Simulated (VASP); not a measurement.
# CuW18S36 (a cell with a defect) in VASP: single point with PBE

Aim: the single point of CuW18S36 (a cell with a defect) with PBE.

All numbers are computed with VASP 6.6.1; they aren't measurements. Logs are shortened: lines on timing, memory, paths and dates and some standing lists are left out, and cuts for length are marked.

### 1 The cell of the first run

The cell holds a defect, 55 atoms: a = 9.381 Å, b = 9.381 Å, c = 12.165 Å, α = 90.00°, β = 90.00°, γ = 120.00°.

### 2 Single point, PBE, collinear spin

INCAR reads:

```
ALGO     = Normal         # electronic algorithm
EDIFF    = 1E-6           # SCF threshold, eV
ENCUT    = 520            # plane-wave cutoff, eV
GGA      = PE             # functional
GGA_COMPAT= F            
ISIF     = 2              # what is computed and relaxed
ISMEAR   = -1             # smearing method
ISPIN    = 2              # spin polarisation
LASPH    = T              # aspherical terms in the spheres
LCHARG   = F              # write CHGCAR
LMAXMIX  = 4              # l up to which the mixer works
LORBIT   = 11             # projections on sites
LREAL    = Auto         
LWAVE    = F              # write WAVECAR
MAGMOM   = 0.01 0.01 0.06 0.04 0 0.01 0.01 0.02 0.17 0.04 0.01 0.05 0.03 0.02 0.06 0.01 0.01 0 0 0 0 0 0 0.01 0 0 0 0 0 0 0 0 0 0 0 0.01 0.01 0 0 0 0 0.01 0 0 0 0 0 0 0 0 0 0 0 0 0.02 # initial moments
NBANDS   = 276            # bands
NELM     = 200            # most SCF steps
NUPDOWN  = 1.0            # fixed moment
PREC     = Accurate       # precision mode
SIGMA    = 0.01           # smearing width, eV
```

KPOINTS reads:

```
k-points
0
Gamma
  1 1 1
```

POSCAR reads:

```
CuW18S36
1.0
    9.3812494600     -0.0000000900      0.0000000000
   -4.6906246600      8.1244004000      0.0000000000
    0.0000000000      0.0000000000     12.1647637100
W S Cu
18 36 1
Direct
    0.1057154011      0.2113715382      0.2557863082
    0.2259259446      0.1172768418      0.7462238656
    0.1076358369      0.5527269446      0.2563332157
    0.2232349917      0.4490764660      0.7416105413
    0.1093716025      0.8832291193      0.2536866374
    0.2256630088      0.7836653423      0.7464820704
    0.4411563196      0.2112480867      0.2560950689
    0.5591725273      0.1170991093      0.7459196263
    0.4403082840      0.5450373962      0.2534177460
    0.5602843296      0.4491367819      0.7415853867
    0.4416375569      0.8818380049      0.2531596234
    0.5622883825      0.7899518407      0.7420962063
    0.7752630060      0.2149719344      0.2534277750
    0.8925228318      0.1170439704      0.7459834171
    0.7808078769      0.5527584621      0.2564762518
    0.8923397987      0.4501172887      0.7462108773
    0.7757202828      0.8818131452      0.2530983810
    0.8925919385      0.7836575953      0.7464537920
    0.1132071704      0.2252803801      0.6157184125
    0.2209659417      0.1061322655      0.1252372045
    0.1171221186      0.2310401898      0.8746792995
    0.2192622084      0.1033083032      0.3844890958
    0.1128431957      0.5628873252      0.6154898014
    0.2054544207      0.4304887556      0.1282330703
    0.1153237128      0.5600291451      0.8743263127
    0.2190780803      0.4375666935      0.3823520219
    0.1143562373      0.8940635189      0.6174471760
    0.2194418530      0.7716349159      0.1241435540
    0.1146995376      0.8948417917      0.8759118758
    0.2216410691      0.7745412228      0.3837282097
    0.4466886048      0.2253384804      0.6157420052
    0.5529843162      0.1034576102      0.1244780446
    0.4484950725      0.2309905898      0.8746622831
    0.5546610734      0.1022388126      0.3835137378
    0.4489418595      0.5634210299      0.6142750635
    0.5607469292      0.4303505340      0.1288673613
    0.4492178363      0.5644426437      0.8628454486
    0.5540701448      0.4376639352      0.3825641920
    0.4467632885      0.8968314807      0.6156972037
    0.5530535440      0.7705758876      0.1246026669
    0.4488658865      0.8952012065      0.8747989072
    0.5521143612      0.7686429450      0.3814269731
    0.7813265712      0.2279740017      0.6172110021
    0.8858785343      0.1034006251      0.1243598344
    0.7813013358      0.2280269286      0.8759640758
    0.8833225177      0.1023215300      0.3833673313
    0.7845264765      0.5628417908      0.6154718808
    0.8876535404      0.4397788026      0.1258790583
    0.7791482064      0.5600023197      0.8742903071
    0.8866211086      0.4374404147      0.3844480757
    0.7847081501      0.8967965280      0.6156786255
    0.8877029125      0.7715062985      0.1241876978
    0.7809043912      0.8950978180      0.8748286653
    0.8884757935      0.7746571772      0.3837668459
    0.3948068993      0.4520161310      0.0179242281
```

Potentials or basis: VASP PAW PBE potentials, release 64 (W_sv, S, Cu).

Run with:

```console
$ cat potpaw_PBE.64/W_sv/POTCAR potpaw_PBE.64/S/POTCAR potpaw_PBE.64/Cu/POTCAR > POTCAR
$ mpirun -np 1 vasp_gam > vasp.out
```

OUTCAR:

```text
EDIFF = 1E-6
   ENCUT = 520
   GGA = PE
   ISIF = 2
   ISMEAR = -1
   ISPIN = 2
   LASPH = T
   LORBIT = 11
   LREAL = Auto
   NELM = 200
   NUPDOWN = 1.0
   PREC = Accurate

 ion  position               nearest neighbor table
   1  0.106  0.211  0.256-  24 2.36  46 2.38  22 2.39  20 2.39  44 2.40  26 2.40  17 3.09   5 3.10
                            13 3.12   9 3.13   7 3.15   3 3.19
   2  0.226  0.117  0.746-  33 2.39  21 2.39  19 2.40  31 2.40  27 2.40  29 2.40  10 3.13   4 3.13
                            14 3.13   8 3.13  18 3.13   6 3.13
   3  0.108  0.553  0.256-  24 2.37  30 2.38  50 2.38  48 2.39  26 2.40  28 2.40  15 3.07   5 3.09
                            11 3.11  13 3.14   9 3.16   1 3.19
   4  0.223  0.449  0.742-  37 2.36  19 2.38  23 2.38  21 2.40  35 2.40  25 2.40  14 3.11  16 3.11
                             2 3.13   6 3.13  10 3.16  12 3.19
   5  0.109  0.883  0.254-  20 2.39  54 2.39  52 2.39  30 2.39  28 2.39  22 2.39  15 3.09   3 3.09
                             7 3.10   1 3.10  17 3.12  11 3.12
   6  0.226  0.784  0.746-  27 2.39  25 2.39  41 2.39  29 2.40  23 2.40  39 2.40  18 3.12  16 3.13
                             4 3.13   8 3.13   2 3.13  12 3.13
   7  0.441  0.211  0.256-  36 2.36  34 2.38  22 2.39  20 2.40  32 2.40  38 2.40  11 3.09   5 3.10
                            13 3.12   9 3.14   1 3.15  15 3.20
   8  0.559  0.117  0.746-  41 2.39  43 2.39  39 2.39  31 2.39  45 2.40  33 2.40  12 3.08  10 3.11
                            16 3.12   2 3.13  14 3.13   6 3.13
   9  0.440  0.545  0.253-  26 2.39  38 2.39  42 2.39  40 2.41  36 2.44  24 2.44  55 2.96   1 3.13
                             7 3.14  17 3.15  11 3.15   3 3.16  15 3.16
  10  0.560  0.449  0.742-  37 2.36  31 2.38  47 2.38  35 2.40  33 2.40  49 2.40   8 3.11  16 3.11
                             2 3.13  18 3.13   4 3.16  12 3.19
  11  0.442  0.882  0.253-  32 2.39  30 2.39  40 2.39  34 2.39  28 2.39  42 2.40   7 3.09   3 3.11
                             5 3.12  13 3.13  17 3.13   9 3.15
  12  0.562  0.790  0.742-  37 2.35  39 2.37  51 2.37  53 2.40  41 2.40  35 2.41  14 3.08   8 3.08
                            18 3.13   6 3.13  10 3.19   4 3.19
  13  0.775  0.215  0.253-  46 2.39  34 2.39  32 2.39  44 2.39  48 2.40  50 2.41   7 3.12   1 3.12
                            11 3.13  17 3.13  15 3.14   3 3.14
  14  0.893  0.117  0.746-  53 2.39  43 2.39  51 2.39  19 2.39  45 2.40  21 2.40  12 3.08   4 3.11
                            16 3.13   2 3.13   8 3.13  18 3.13
  15  0.781  0.553  0.256-  36 2.37  54 2.38  50 2.38  48 2.39  38 2.40  52 2.40   3 3.07   5 3.09
                            17 3.11  13 3.14   9 3.16   7 3.20
  16  0.892  0.450  0.746-  25 2.39  49 2.39  43 2.39  23 2.40  47 2.40  45 2.40   4 3.11  10 3.11
                             8 3.12  14 3.13  18 3.13   6 3.13
  17  0.776  0.882  0.253-  44 2.39  40 2.39  54 2.39  52 2.39  46 2.39  42 2.40   1 3.09  15 3.11
                             5 3.12  13 3.13  11 3.13   9 3.15
  18  0.893  0.784  0.746-  27 2.39  49 2.39  53 2.39  29 2.40  51 2.40  47 2.40   6 3.12  16 3.13
[... 24 lines left out ...]
  42  0.552  0.769  0.381-   9 2.39  11 2.40  17 2.40
  43  0.781  0.228  0.617-   8 2.39  14 2.39  16 2.39
[... 9 lines left out ...]
  53  0.781  0.895  0.875-  14 2.39  18 2.39  12 2.40
  54  0.888  0.775  0.384-  15 2.38  17 2.39   5 2.39
[... 291 lines left out ...]
 k-point     1 :       0.0000    0.0000    0.0000
  band No.  band energies     occupation
      1     -66.3942      1.00000
      2     -66.3828      1.00000
      3     -66.3819      1.00000
      4     -66.3788      1.00000
      5     -66.3778      1.00000
      6     -66.3761      1.00000
[... 243 lines left out ...]
    250       9.8862      0.00000
    251       9.9404      0.00000
 Fermi energy:         8.4672420757

 spin component 2

 k-point     1 :       0.0000    0.0000    0.0000
  band No.  band energies     occupation
      1     -66.3881      1.00000
      2     -66.3793      1.00000
      3     -66.3766      1.00000
      4     -66.3740      1.00000
      5     -66.3693      1.00000
      6     -66.3648      1.00000
[... 243 lines left out ...]
    250       9.9120      0.00000
    251       9.9595      0.00000
 [bands above 251 left out]

------------------------ aborting loop because EDIFF is reached ----------------------------------------

  FORCE on cell =-STRESS in cart. coord.  units (eV):
  Direction    XX          YY          ZZ          XY          YZ          ZX
  --------------------------------------------------------------------------------------
  -------------------------------------------------------------------------------------
  Total       59.0063413     58.6854968     49.8361622      0.0289818     -3.0481438      0.1531029
  in kB      101.9655792    101.4111457     86.1191024      0.0500818     -5.2673279      0.2645687
  external PRESSURE =      96.4986091 kB  Pullay stress =       0.0000000 kB

 VOLUME and BASIS-vectors are now :
 -----------------------------------------------------------------------------
  energy-cutoff  :      520.00
  volume of cell :      927.16
      direct lattice vectors                 reciprocal lattice vectors
     9.381249460 -0.000000090  0.000000000     0.106595610  0.061543003  0.000000000
    -4.690624660  8.124400400  0.000000000     0.000000001  0.123086007  0.000000000
     0.000000000  0.000000000 12.164763710     0.000000000  0.000000000  0.082204638

 POSITION                                       TOTAL-FORCE (eV/Angst)
 -----------------------------------------------------------------------------------
      0.00028      1.71727      3.11158         0.001323      0.012157     -0.000650
      1.56937      0.95280      9.07764         0.003033      0.007044      0.003486
     -1.58288      4.49058      3.11823        -0.007740      0.001111      0.005029
     -0.01223      3.64848      9.02152        -0.008358      0.001033     -0.009515
     -3.11685      7.17571      3.08604         0.002685     -0.012627      0.006895
     -1.55888      6.36681      9.08078         0.004284      0.005288     -0.005359
[... 47 lines left out ...]
      4.70139      6.29363      4.66843         0.005311      0.002153      0.013931
      1.58354      3.67236      0.21804        -0.030925     -0.018778     -0.042560
 -----------------------------------------------------------------------------------
    total drift:                                0.008462      0.002375      0.003347

  FREE ENERGIE OF THE ION-ELECTRON SYSTEM (eV)
  ---------------------------------------------------
  free  energy   TOTEN  =      -423.2671505173 eV

  energy  without entropy=     -423.2664315209  energy(sigma->0) =     -423.26679102

 total charge

# of ion       s       p       d       tot
------------------------------------------
    1        2.323   6.344   3.455  12.121
    2        2.319   6.339   3.444  12.102
    3        2.320   6.341   3.463  12.124
    4        2.322   6.343   3.461  12.126
    5        2.322   6.342   3.447  12.110
    6        2.320   6.339   3.439  12.098
[... 47 lines left out ...]
   54        1.361   2.381   0.000   3.742
   55        0.447   0.429   9.292  10.168
--------------------------------------------------
tot         91.114 200.366  71.404 362.884

 magnetization (x)

# of ion       s       p       d       tot
------------------------------------------
    1        0.000  -0.000   0.010   0.010
    2        0.000  -0.000   0.016   0.016
    3        0.002   0.001   0.064   0.067
    4        0.000   0.000   0.043   0.044
    5        0.001   0.000   0.001   0.002
    6        0.000  -0.000   0.005   0.006
[... 47 lines left out ...]
   54       -0.000  -0.001   0.000  -0.001
   55        0.038   0.011  -0.004   0.045
--------------------------------------------------
tot          0.076   0.021   0.616   0.713
```

Run time: 64 min. Hardware: 1 thread of Intel Xeon 8259CL, shared host; peak memory 1.3 GiB.

What came out:

```yaml
Free_energy: -423.2672 eV
Pressure: 9.6 GPa
Largest_force: 0.056 eV/Å
Net_moment: 1.00 μB per cell
Site_moments: W +0.01, +0.02, +0.07, +0.04, +0.00, +0.20, +0.05, +0.06 (each value once); S -0.00, +0.00, +0.01 (each value once); Cu +0.04 μB
Valence_electrons_inside_the_program's_atomic_spheres: W 12.12, 12.10, 12.13, 12.11, 12.09 (each value once); S 3.74, 3.73, 3.77, 3.80 (each value once); Cu 10.17
```

Forces on the atoms (eV/Å):
```
W    0.001  0.012 -0.001
W    0.003  0.007  0.003
W   -0.008  0.001  0.005
W   -0.008  0.001 -0.010
W    0.003 -0.013  0.007
W    0.004  0.005 -0.005
W   -0.002  0.007 -0.003
W    0.019 -0.018 -0.008
W   -0.003  0.004 -0.010
W    0.002 -0.002  0.003
W    0.003 -0.003 -0.001
W   -0.003  0.014 -0.009
W    0.000 -0.003  0.005
W   -0.018 -0.014 -0.016
W    0.011  0.003  0.019
W   -0.002  0.001 -0.001
W    0.001 -0.001  0.003
W   -0.003  0.002  0.000
S   -0.002 -0.001 -0.002
S   -0.002  0.006 -0.015
S    0.014  0.004  0.026
S    0.002 -0.003  0.007
S   -0.002  0.000 -0.012
S    0.016  0.004 -0.011
S   -0.001 -0.001  0.010
S   -0.001  0.001  0.015
S    0.000 -0.010 -0.014
S    0.000  0.001 -0.010
S    0.001 -0.005  0.007
S   -0.003  0.002  0.012
S    0.001 -0.002 -0.006
S   -0.001 -0.001 -0.009
S   -0.019  0.017  0.029
S    0.000 -0.001  0.014
S    0.000  0.004 -0.007
S    0.007  0.001 -0.030
S    0.020 -0.005  0.045
S    0.000 -0.003  0.006
S   -0.001 -0.003 -0.009
S   -0.002  0.003 -0.010
S   -0.002 -0.001  0.008
S   -0.001  0.000  0.014
S   -0.001 -0.001 -0.008
S    0.001  0.000 -0.009
S    0.000 -0.001  0.009
S   -0.007 -0.002  0.015
S    0.002  0.000 -0.009
S    0.002 -0.002 -0.012
S    0.005  0.000  0.008
S    0.000 -0.001  0.015
S   -0.001  0.003 -0.009
S    0.000  0.004 -0.013
S    0.000  0.001  0.005
S    0.005  0.002  0.014
Cu  -0.031 -0.019 -0.043
```

Caveat: the k points lie up to 0.77 Å⁻¹ apart; the total moment is fixed, so each spin has its own Fermi level and the state may be an excited one.
